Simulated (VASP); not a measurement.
InGa3AsP:

```xyz
6
Lattice="4.8118 0.0000 0.0000 0.0000 4.8118 0.0000 0.0000 0.0000 6.0831" Properties=species:S:1:pos:R:3 pbc="T T T"
In    2.4059    2.4059    3.0416
Ga    0.0000    2.4059    0.0000
Ga    2.4059    0.0000    0.0000
Ga    0.0000    0.0000    0.0000
P     0.0000    0.0000    3.0416
As    2.4059    2.4059    0.0000
```

```yaml
Program: VASP 6.6.1
Task: relaxation of cell and atoms
Functional: PBE
Potentials_or_basis: VASP PAW PBE potentials, release 64 (In_d, Ga_d, P, As)
Cutoff: 600 eV
k_mesh: 4 × 4 × 4
Occupations: gaussian, width 0.1 eV
Spin: no spin polarisation
```

At the start: pressure 6.1 GPa; volume 23.47 Å³/atom.

How do energy, volume and symmetry change on relaxing?

Over 6 steps the energy falls by 211.2 meV/atom and the volume is 24.60 Å³/atom (+4.8 %); space group P4/mmm (No. 123, to 0.05 Å).

Step by step:
```
step  energy change (eV)  largest force (eV/Å)  pressure (GPa)  volume (Å³)
   1              0.0000                0.0000            6.15       140.85
   2             -1.0725                0.0000           -2.65       159.02
   3             -1.0768                0.0000           -2.87       160.10
   4             -1.2493                0.0000           -1.14       151.52
   5             -1.2519                0.0000           -0.87       150.50
   6             -1.2672                0.0000           -0.19       147.61
```

Final structure:
```
CELL_PARAMETERS angstrom
5.20956 0.00000 0.00000
0.00000 5.20956 0.00000
0.00000 0.00000 5.43894
ATOMIC_POSITIONS crystal
In 0.50000 0.50000 0.50000
Ga 0.00000 0.50000 0.00000
Ga 0.50000 0.00000 0.00000
Ga 0.00000 0.00000 0.00000
P 0.00000 0.00000 0.50000
As 0.50000 0.50000 0.00000
```
